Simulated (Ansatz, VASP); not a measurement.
## One calculation of SnS2, two programs

```
CELL_PARAMETERS angstrom
3.52983 0.00000 0.00000
-1.76492 3.05692 0.00000
0.00000 0.00000 6.23658
ATOMIC_POSITIONS crystal
Sn 0.00000 0.00000 0.00000
S 0.33333 0.66667 0.25000
S 0.66667 0.33333 0.75000
```

Alike in both runs: task single point; functional revPBE; k mesh 6 × 6 × 3; occupations fermi-dirac, width 0.02 eV; no spin polarisation.

|  | VASP | Ansatz |
| --- | --- | --- |
| version | VASP 6.6.1 | Ansatz 0.2.0 |
| potentials or method | VASP PAW PBE potentials, release 64 (Sn_d, S), cutoff 500 eV | plane waves, PAW |
| valence electrons in the cell | 26 | 26 |

|  | VASP | Ansatz | Ansatz less VASP |
| --- | --- | --- | --- |
| pressure (GPa) | 6.1 | 6.3 | +0.16 |
| traceless stress, the component that is largest in VASP (GPa) | -5.72 | -5.74 | -0.017 |

VASP's potentials were made for PBE, not for revPBE. Ansatz's warnings: structure snapped to symmetry.
